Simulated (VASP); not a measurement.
# HC32 (a cell with a defect) in VASP: further runs

HC32 (a cell with a defect) is run at these levels: PBE+D3(BJ); tasks: single point.

Everything below comes from runs of VASP 6.6.1. Logs are shortened: lines on timing, memory, paths and dates and some standing lists are left out, and cuts for length are marked.

## Step 1: The cell of the first run

The cell holds a defect, 33 atoms: a = 6.613 Å, b = 6.619 Å, c = 6.619 Å, α = 96.28°, β = 96.34°, γ = 96.34°.

## Step 2: Single point, PBE+D3(BJ), collinear spin

Input file INCAR:

```
SYSTEM = HC32
PREC = Accurate
ENCUT = 520
EDIFF = 1E-6
ISMEAR = 0
SIGMA = 0.02
LREAL = Auto
LASPH = .True.
NELM = 150
ALGO = Normal
ISIF = 2
LWAVE = .False.
LCHARG = .True.
ISPIN = 2
MAGMOM = 0.02 0.07 0.07 0.05 0.02 0.02 0.08 0.02 0.02 0.02 0.12 0.08 0.12 0.07 0.08 0.12 -0.02 -0.02 -0.02 -0.02 -0.02 -0.02 -0.02 -0.02 -0.02 -0.02 0 -0.02 -0.02 -0.02 -0.02 -0.02 0.08
LORBIT = 11
GGA = PE
IVDW = 12
LELF = .True.
LVHAR = .True.
NBANDS = 90
```

Input file KPOINTS:

```
Automatic mesh
0
Gamma
  2 2 2
  0.5 0.5 0.5
```

Input file POSCAR:

```
HC32
1.0
    5.6709571532      0.0000000000     -3.4026574365
   -2.8677434801     -4.9298468452     -3.3594911937
   -2.8677434801      4.9298468452     -3.3594911937
C H
32 1
Direct
    0.4184088698      0.0437335336      0.5422542944
    0.6641384238      0.7907886783      0.5380266678
    0.9473358878      0.5817440054      0.5817454253
    0.4202981327      0.2944701368      0.2944715568
    0.1773024384      0.3037240743      0.5514502285
    0.6617030503      0.0361976441      0.2851674475
    0.9128555189      0.7886613986      0.2882726285
    0.4184089693      0.5422529729      0.0437350519
    0.1773024384      0.5514488086      0.3037254942
    0.6617030503      0.2851661290      0.0361989626
    0.9024133025      0.0257162298      0.0257176498
    0.4185672698      0.7919439120      0.7919453319
    0.1651332270      0.7875679353      0.0400327449
    0.6641385404      0.5380252903      0.7907899378
    0.9128555189      0.2882713100      0.7886627171
    0.1651332270      0.0400314264      0.7875692538
    0.5806206149      0.9566591268      0.4545122898
    0.8323679412      0.7138912346      0.4572643982
    0.1043613085      0.4784079288      0.4784093487
    0.5808115261      0.2051899368      0.2051913567
    0.3382780479      0.2137830175      0.4625767506
    0.8232101057      0.9480119507      0.1969385165
    0.0869271528      0.7108690835      0.2109989907
    0.5806206149      0.4545109713      0.9566604453
    0.3382780479      0.4625753307      0.2137844375
    0.8232101057      0.1969371980      0.9480132692
    0.0706008559      0.9432767251      0.9432781450
    0.5837216799      0.7084056841      0.7084071041
    0.3360905073      0.7086910274      0.9600432578
    0.8323679412      0.4572629783      0.7138926546
    0.0869271528      0.2109975708      0.7108705034
    0.3360903907      0.9600418970      0.7086925064
    1.0083602885      0.7196888333      0.7196902532
```

Potentials or basis: VASP PAW PBE potentials, release 64 (C, H).

Launch:

```
$ cat potpaw_PBE.64/C/POTCAR potpaw_PBE.64/H/POTCAR > POTCAR
$ mpirun -np 1 vasp_std > vasp.out
```

OUTCAR:

```text
SYSTEM = HC32
   PREC = Accurate
   ENCUT = 520
   EDIFF = 1E-6
   ISMEAR = 0
   LREAL = Auto
   LASPH = .True.
   NELM = 150
   ISIF = 2
   ISPIN = 2
   LORBIT = 11
   GGA = PE
   IVDW = 12
 IVDW          = 12

 ion  position               nearest neighbor table
   1  0.418  0.044  0.542-  32 1.42  17 1.42  21 1.42
   2  0.664  0.791  0.538-  18 1.41  17 1.42  28 1.43
   3  0.947  0.582  0.582-  33 1.22  18 1.48  30 1.48  19 1.49
   4  0.420  0.294  0.294-  21 1.42  25 1.42  20 1.42
   5  0.177  0.304  0.551-  19 1.41  21 1.43  31 1.43
   6  0.662  0.036  0.285-  20 1.42  17 1.42  22 1.42
   7  0.913  0.789  0.288-  18 1.40  22 1.42  23 1.43
   8  0.418  0.542  0.044-  29 1.42  24 1.42  25 1.42
   9  0.177  0.551  0.304-  19 1.41  25 1.43  23 1.43
[... 21 lines left out ...]
  31  0.087  0.211  0.711-  16 1.42   5 1.43  15 1.43
  32  0.336  0.960  0.709-   1 1.42  16 1.43  12 1.43
  33  0.008  0.720  0.720-   3 1.22

  LATTYP: Found a base centered monoclinic cell.
 ALAT       =     8.8340554103
 B/A-ratio  =     1.1161005034
 C/A-ratio  =     0.7486322128
 COS(beta)  =    -0.1654005532

  Lattice vectors:

 A1 = (  -2.8677434801,  -4.9298468452,  -3.3594911937)
 A2 = (  -2.8677434801,   4.9298468452,  -3.3594911937)
 A3 = (   5.6709571532,   0.0000000000,  -3.4026574365)

Analysis of symmetry for initial positions (statically):
=====================================================================
 Subroutine PRICEL returns:
 Original cell was already a primitive cell.

 Routine SETGRP: Setting up the symmetry group for a
 base centered monoclinic supercell.

 Subroutine GETGRP returns: Found  2 space group operations
 (whereof  2 operations were pure point group operations)
 out of a pool of  4 trial point group operations.

The static configuration has the point symmetry C_1h.

Analysis of symmetry for dynamics (positions and initial velocities):
=====================================================================
 Subroutine PRICEL returns:
 Original cell was already a primitive cell.

 Routine SETGRP: Setting up the symmetry group for a
 base centered monoclinic supercell.

 Subroutine GETGRP returns: Found  2 space group operations
 (whereof  2 operations were pure point group operations)
 out of a pool of  4 trial point group operations.

The dynamic configuration has the point symmetry C_1h.

Analysis of structural, dynamic, and magnetic symmetry:
=====================================================================
 Subroutine PRICEL returns:
 Original cell was already a primitive cell.

 Routine SETGRP: Setting up the symmetry group for a
 base centered monoclinic supercell.

 Subroutine GETGRP returns: Found  2 space group operations
 (whereof  2 operations were pure point group operations)
 out of a pool of  4 trial point group operations.

The overall configuration has the point symmetry C_1h.

 Subroutine INISYM returns: Found  2 space group operations
 (whereof  2 operations are pure point group operations),
 and found     1 'primitive' translations

----------------------------------------------------------------------------------------

                                     Primitive cell

  volume of cell :     284.0526

  direct lattice vectors                    reciprocal lattice vectors
     5.670957153  0.000000000 -3.402657437     0.116610618  0.000000000 -0.099541663
    -2.867743480 -4.929846845 -3.359491194    -0.059054477 -0.101423029 -0.098421723
    -2.867743480  4.929846845 -3.359491194    -0.059054477  0.101423029 -0.098421723

  length of vectors
     6.613458450  6.619178474  6.619178474     0.153318554  0.153169506  0.153169506

  position of ions in fractional coordinates (direct lattice)
     0.418408870  0.043733534  0.542254294
     0.664138424  0.790788678  0.538026668
     0.947335888  0.581744005  0.581745425
     0.420298133  0.294470137  0.294471557
     0.177302438  0.303724074  0.551450229
     0.661703050  0.036197644  0.285167448
[... 25 lines left out ...]
     0.336090391  0.960041897  0.708692506
     0.008360289  0.719688833  0.719690253

  ion indices of the primitive-cell ions
   primitive index   ion index
[... 51 lines left out ...]

  Shift w.r.t. Gamma in fractional coordinates (k-lattice)
     0.500000000  0.500000000  0.500000000

 Subroutine IBZKPT returns following result:
 ===========================================

 Found      3 irreducible k-points:

 Following reciprocal coordinates:
            Coordinates               Weight
  0.250000  0.250000  0.250000      2.000000
 -0.250000  0.250000  0.250000      2.000000
  0.250000 -0.250000  0.250000      4.000000
   k-points           NKPTS =      3   k-points in BZ     NKDIM =      3   number of bands    NBANDS=     90
   number of dos      NEDOS =    301   number of ions     NIONS =     33
   total plane-waves  NPLWV = 125000
   dimension x,y,z NGX =    50 NGY =   50 NGZ =   50
   dimension x,y,z NGXF=   100 NGYF=  100 NGZF=  100
[... 33 lines left out ...]
     AMIX_MAG =   1.60;   BMIX_MAG =  1.00
  volume/ion in A,a.u.               =       8.61        58.09
  Fermi-wavevector in a.u.,A,eV,Ry     =   1.258361  2.377957 21.544438  1.583471
  Thomas-Fermi vector in A             =   2.391974
   LORBIT       =     11    0 simple, 1 ext, 2 COOP (PROOUT), +10 PAW based schemes
   GGA     = PE    functional components
   LHFCALC =     F    Hartree Fock is set to
   AEXX    =    0.0000 exact exchange contribution
   IVDW    =    12    specifies the selected vdW correction
   LEPSILON=     F    determine dielectric tensor
   LRPA    =     F    only Hartree local field effects (RPA)
 spin polarized calculation
 Gauss-broadening in eV      SIGMA  =   0.02
  energy-cutoff  :      520.00
  volume of cell :      284.05
 maximum number of plane-waves:      7645
 NGX is ok and might be reduce to    50
   NGX = 25   NGY = 25   NGZ = 25

 number of electron     128.9999996 magnetization       1.0001502

 Free energy of the ion-electron system (eV)
  ---------------------------------------------------
  ext. energy  EPLUGINS =         0.00000000
  ---------------------------------------------------
  free energy    TOTEN  =      -296.23087349 eV

  energy without entropy =     -296.23087341  energy(sigma->0) =     -296.23087345

 E-fermi :   4.9553     XC(G=0): -10.3468

 val. band max:        4.8907030725   @ k =   0.2500   0.2500   0.2500
 cond. band min:       5.0199876594   @ k =  -0.2500   0.2500   0.2500
 fundamental gap:      0.1292845869
 Fermi energy:         4.9553455563

 spin component 1

 k-point     1 :       0.2500    0.2500    0.2500
  band No.  band energies     occupation
      1     -14.8376      1.00000
      2     -13.5636      1.00000
      3     -13.4760      1.00000
      4     -13.4504      1.00000
      5     -13.2479      1.00000
      6     -13.2384      1.00000
[... 226 lines left out ...]
     75       9.7331      0.00000
     76       9.9585      0.00000
 Fermi energy:         4.9553455563

 spin component 2

 k-point     1 :       0.2500    0.2500    0.2500
  band No.  band energies     occupation
      1     -14.7979      1.00000
      2     -13.5086      1.00000
      3     -13.4447      1.00000
      4     -13.4180      1.00000
      5     -13.2120      1.00000
      6     -13.2056      1.00000
[... 226 lines left out ...]
     75       9.7994      0.00000
     76      10.0616      0.00000
 [bands above 76 left out]

------------------------ aborting loop because EDIFF is reached ----------------------------------------

 Edisp (eV)   -5.07191

 E8    (eV) :    -1.4304

  FORCE on cell =-STRESS in cart. coord.  units (eV):
  Direction    XX          YY          ZZ          XY          YZ          ZX
  --------------------------------------------------------------------------------------
  -------------------------------------------------------------------------------------
  Total       1.67745     3.89882    -0.82331     0.00000     0.00000    -2.11765
  in kB       9.46152    21.99102    -4.64380     0.00000     0.00000   -11.94442
  external pressure =        8.94 kB  Pullay stress =        0.00 kB

 VOLUME and BASIS-vectors are now :
 -----------------------------------------------------------------------------
  energy-cutoff  :      520.00
  volume of cell :      284.05
      direct lattice vectors                 reciprocal lattice vectors
     5.670957153  0.000000000 -3.402657437     0.116610618  0.000000000 -0.099541663
    -2.867743480 -4.929846845 -3.359491194    -0.059054477 -0.101423029 -0.098421723
    -2.867743480  4.929846845 -3.359491194    -0.059054477  0.101423029 -0.098421723

 POSITION                                       TOTAL-FORCE (eV/Angst)
 -----------------------------------------------------------------------------------
      0.69232      2.45763     -3.39232        -0.046540      0.019638      0.042566
     -0.04440     -1.24608     -6.72398        -0.018798     -0.013554      0.033593
      2.03571      0.00001     -7.13219        -0.205799      0.000000     -0.793460
      0.69456      0.00001     -3.40868        -0.043045      0.000000      0.017049
     -1.44695      1.22125     -3.47625        -0.052996     -0.019177      0.005078
      2.83090      1.22738     -3.33117        -0.034822      0.006828      0.027479
[... 25 lines left out ...]
     -2.87955     -1.23911     -6.74970        -0.036176      0.028143      0.031798
     -4.08036      0.00001     -4.86403         1.461062      0.000000      1.200282
 -----------------------------------------------------------------------------------
    total drift:                                0.023995     -0.042115     -0.028984

  FREE ENERGIE OF THE ION-ELECTRON SYSTEM (eV)
  ---------------------------------------------------
  free  energy   TOTEN  =      -301.3027884926 eV

  energy  without entropy=     -301.3027884106  energy(sigma->0) =     -301.30278845

 total charge

# of ion       s       p       d       tot
------------------------------------------
    1        0.864   1.790   0.000   2.654
    2        0.865   1.795   0.000   2.660
    3        0.833   1.781   0.000   2.614
    4        0.864   1.791   0.000   2.656
    5        0.863   1.785   0.000   2.648
    6        0.864   1.792   0.000   2.656
[... 25 lines left out ...]
   32        0.862   1.788   0.000   2.650
   33        0.542   0.037   0.000   0.579
--------------------------------------------------
tot         28.131  57.196   0.000  85.328

 magnetization (x)

# of ion       s       p       d       tot
------------------------------------------
    1       -0.001  -0.011   0.000  -0.012
    2       -0.002  -0.013   0.000  -0.015
    3       -0.002   0.005   0.000   0.003
    4       -0.001  -0.010   0.000  -0.011
    5       -0.002  -0.016   0.000  -0.018
    6       -0.001  -0.008   0.000  -0.009
[... 25 lines left out ...]
   32        0.003   0.044   0.000   0.047
   33        0.058   0.001   0.000   0.059
--------------------------------------------------
tot          0.078   0.475   0.000   0.553
```

It took 5.7 min on 1 thread of Intel Xeon 8259CL, shared host; peak memory 0.51 GiB.

What came out:

- Free energy: -301.3028 eV
- Pressure: 0.9 GPa
- Largest force: 1.891 eV/Å
- Band gap on the k mesh: 0.13 eV
- Net moment: 1.00 μB per cell
- Site moments: C -0.01, +0.00, -0.02, +0.01, +0.08, +0.03, +0.02, +0.06, +0.05 (each value once); H +0.06 μB
- Valence electrons inside the program's atomic spheres: C 2.65, 2.66, 2.61, 2.64, 2.62 (each value once); H 0.58
- Dispersion energy per atom: -0.154 eV

Forces on the atoms (eV/Å):
```
C   -0.047  0.020  0.043
C   -0.019 -0.014  0.034
C   -0.206  0.000 -0.793
C   -0.043  0.000  0.017
C   -0.053 -0.019  0.005
C   -0.035  0.007  0.027
C   -0.032  0.009  0.032
C   -0.047 -0.020  0.043
C   -0.053  0.019  0.005
C   -0.035 -0.007  0.027
C   -0.039  0.000 -0.210
C   -0.009  0.000 -0.031
C   -0.081 -0.063 -0.002
C   -0.019  0.014  0.034
C   -0.032 -0.009  0.032
C   -0.081  0.063 -0.002
C   -0.040  0.001  0.060
C   -0.073 -0.071  0.102
C    0.028  0.000 -0.117
C    0.009  0.000 -0.016
C   -0.019 -0.003  0.038
C   -0.029  0.011 -0.008
C   -0.044 -0.018  0.021
C   -0.040 -0.001  0.060
C   -0.019  0.003  0.038
C   -0.029 -0.011 -0.008
C   -0.174  0.000 -0.789
C   -0.014  0.000 -0.027
C   -0.036 -0.028  0.032
C   -0.073  0.071  0.102
C   -0.044  0.018  0.021
C   -0.036  0.028  0.032
H    1.461  0.000  1.200
```

Stress tensor (GPa, compression positive):
```
 0.95  0.00 -1.19
 0.00  2.20  0.00
-1.19  0.00 -0.46
```

## Step 3: Single point, PBE+D3(BJ), collinear spin

Input file INCAR:

```
ALGO     = Normal         # electronic algorithm
EDIFF    = 1E-6           # SCF threshold, eV
ENCUT    = 520            # plane-wave cutoff, eV
GGA      = PE             # functional
ISIF     = 2              # what is computed and relaxed
ISMEAR   = 0              # smearing method
ISPIN    = 2              # spin polarisation
IVDW     = 12             # dispersion correction
LASPH    = T              # aspherical terms in the spheres
LCHARG   = F              # write CHGCAR
LORBIT   = 11             # projections on sites
LREAL    = Auto         
LWAVE    = F              # write WAVECAR
MAGMOM   = 0.02 0.07 0.07 0.05 0.02 0.02 0.08 0.02 0.02 0.02 0.12 0.08 0.12 0.07 0.08 0.12 -0.02 -0.02 -0.02 -0.02 -0.02 -0.02 -0.02 -0.02 -0.02 -0.02 0 -0.02 -0.02 -0.02 -0.02 -0.02 0.08 # initial moments
NBANDS   = 90             # bands
NELM     = 150            # most SCF steps
PREC     = Accurate       # precision mode
SIGMA    = 0.02           # smearing width, eV
```

KPOINTS is that of step 2.

Input file POSCAR:

```
HC32
1.0
    5.6709571532      0.0000000000     -3.4026574365
   -2.8677434801     -4.9298468452     -3.3594911937
   -2.8677434801      4.9298468452     -3.3594911937
C H
32 1
Direct
    0.4168329714      0.0421363753      0.5413910332
    0.6641465369      0.7902952565      0.5379677422
    0.9483542866      0.5782043276      0.5782071675
    0.4183859675      0.2928337811      0.2928364181
    0.1745921474      0.3000250562      0.5482333755
    0.6610388972      0.0362081081      0.2855195043
    0.9130666977      0.7895417099      0.2891022282
    0.4168330710      0.5413883932      0.0421392121
    0.1745921474      0.5482306371      0.3000277946
    0.6610388972      0.2855167659      0.0362108465
    0.9086370130      0.0331863724      0.0331890094
    0.4196168621      0.7932136739      0.7932163109
    0.1677263033      0.7920418893      0.0435271553
    0.6641464374      0.5379649054      0.7902978965
    0.9130665982      0.2890993913      0.7895443499
    0.1677263033      0.0435244168      0.7920446277
    0.5792491850      0.9554085037      0.4538205076
    0.8317965557      0.7133182229      0.4568644141
    0.1004075796      0.4713982506      0.4714008876
    0.5802117313      0.2049974682      0.2050001052
    0.3364149319      0.2112755534      0.4605741703
    0.8252062122      0.9508197626      0.1999651993
    0.0866500618      0.7113827196      0.2113032897
    0.5792491850      0.4538177692      0.9554112421
    0.3364149319      0.4605714319      0.2112782918
    0.8252062122      0.1999624609      0.9508225010
    0.0800599273      0.9550788471      0.9550816870
    0.5838305307      0.7088079545      0.7088107944
    0.3362443637      0.7099627983      0.9608415860
    0.8317965557      0.4568616757      0.7133209613
    0.0866500618      0.2113005513      0.7113854581
    0.3362443637      0.9608388476      0.7099655367
    1.0356509950      0.6986739404      0.6986767802
```

Potentials or basis: VASP PAW PBE potentials, release 64 (C, H).

Launch:

```
$ cat potpaw_PBE.64/C/POTCAR potpaw_PBE.64/H/POTCAR > POTCAR
$ mpirun -np 1 vasp_std > vasp.out
```

Wall time 4.9 min (1 thread of Intel Xeon Platinum 8259CL at 2.50GHz (Skylake/Cascade Lake), shared host); peak memory 0.5 GiB.

Results (log left out):

| Property | Result |
| --- | --- |
| Free energy | -301.6729 eV |
| Pressure | 1.6 GPa |
| Largest force | 0.437 eV/Å |
| Band gap on the k mesh | 0.24 eV |
| Net moment | 1.00 μB per cell |
| Site moments | C -0.01, -0.02, -0.00, +0.02, +0.09, +0.08, +0.04, +0.06, +0.05 (each value once); H +0.05 μB |
| Valence electrons inside the program's atomic spheres | C 2.65, 2.66, 2.64, 2.63 (each value once); H 0.66 |
| Dispersion energy per atom | -0.154 eV |

Forces on the atoms (eV/Å):
```
C   -0.022  0.007  0.019
C   -0.013  0.002  0.003
C    0.053  0.000  0.042
C   -0.019  0.000  0.027
C   -0.012 -0.001  0.056
C   -0.017  0.007  0.004
C   -0.019  0.007 -0.011
C   -0.022 -0.007  0.019
C   -0.012  0.001  0.056
C   -0.017 -0.007  0.004
C   -0.023  0.000 -0.116
C   -0.022  0.000 -0.012
C   -0.017 -0.005 -0.059
C   -0.013 -0.002  0.003
C   -0.019 -0.007 -0.011
C   -0.017  0.005 -0.059
C   -0.019  0.011  0.029
C   -0.003  0.002  0.013
C    0.001  0.000  0.106
C   -0.004  0.000  0.000
C   -0.012  0.003  0.040
C   -0.013 -0.004 -0.041
C   -0.019 -0.006  0.000
C   -0.019 -0.011  0.029
C   -0.012 -0.003  0.040
C   -0.013  0.004 -0.041
C   -0.038  0.000 -0.181
C   -0.006  0.000 -0.003
C   -0.022 -0.002 -0.013
C   -0.003 -0.002  0.013
C   -0.019  0.006  0.000
C   -0.022  0.002 -0.013
H    0.433  0.000  0.057
```

Stress tensor (GPa, compression positive):
```
 2.13  0.00 -0.34
 0.00  2.54  0.00
-0.34  0.00  0.03
```

Levels at points of the mesh, in eV from the valence-band top:
Spin up:
```tsv
k point	band 63	band 64	band 65	band 66	band 67	band 68
(0.25, 0.25, 0.25)	-2.55	-2.51	0.00	1.69	1.70	2.05
```
Spin down:
| k point | band 61 | band 62 | band 63 | band 64 | band 65 | band 66 | band 67 | band 68 |
| --- | --- | --- | --- | --- | --- | --- | --- | --- |
| (0.25, 0.25, 0.25) | -2.73 | -2.57 | -2.47 | -2.42 | 0.37 | 1.77 | 1.78 | 2.12 |
